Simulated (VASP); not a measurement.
A run of VASP 6.6.1 is set up as follows.

File INCAR:

```
SYSTEM = AlNi3
PREC = Accurate ; ENCUT = 520
EDIFF = 1E-6 ; ISMEAR = -1
SIGMA = 0.05 ; LREAL = .False.
LASPH = .True. ; NELM = 150
ALGO = Normal ; ISIF = 2
LWAVE = .False. ; LCHARG = .False.
ISPIN = 2 ; MAGMOM = 1 1 1 0
LORBIT = 11 ; LMAXMIX = 4
GGA = PE ; IVDW = 12
NBANDS = 28
```

File KPOINTS:

```
regular mesh
0
Gamma
  8 8 8
  0 0 0
```

The input POSCAR:

```
AlNi3
1.0
    3.5242114389      0.0000000000      0.0000000000
    0.0000000000      3.5242114389      0.0000000000
    0.0000000000      0.0000000000      3.5242114389
Ni Al
3 1
Direct
    0.5000000000      0.5000000000      0.0000000000
    0.5000000000      0.0000000000      0.5000000000
    0.0000000000      0.5000000000      0.5000000000
    0.0000000000      0.0000000000      0.0000000000
```

Potentials or basis: VASP PAW PBE potentials, release 64 (Ni, Al).

Command:

```console
$ cat potpaw_PBE.64/Ni/POTCAR potpaw_PBE.64/Al/POTCAR > POTCAR
$ mpirun -np 1 vasp_std > vasp.out
```

(1) Predict the net moment.

(2) Predict the site moments.

## Answers

(1) 0.67 μB per cell.

(2) Ni +0.24; Al -0.01 μB.
